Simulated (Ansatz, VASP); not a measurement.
# Mn in VASP and in Ansatz

```
Mn
1.0
     0.00000    1.79668    1.79668
     1.79668    0.00000    1.79668
     1.79668    1.79668    0.00000
Mn
1
Direct
  0.00000 0.00000 0.00000
```

Alike in both runs: task single point; functional PBE; k mesh 17 × 17 × 17; occupations fermi-dirac, width 0.05 eV; collinear spin.

```csv
,VASP,Ansatz
version,VASP 6.6.1,Ansatz 0.2.0
potentials or method,"VASP PAW PBE potentials, release 64 (Mn_pv), cutoff 520 eV","plane waves (420 eV) with PAW, scalar-relativistic"
valence electrons in the cell,13,15
```

|  | VASP | Ansatz | Ansatz less VASP |
| --- | --- | --- | --- |
| pressure (GPa) | -18.1 | -18.1 | -0.05 |
| net moment per atom (μB) | 0.09 | 0.00 | -0.094 |
| size of the moment on the site where the two differ most (μB) | 0.09 | 0.00 | -0.093 |

Site moments also hang on the region over which each program counts them. VASP's potentials hold 13 valence electrons a cell and Ansatz's 15, so a difference there can come from the potentials and not from the codes. Ansatz's warnings: negative dielectric reading, seeded moment not kept.
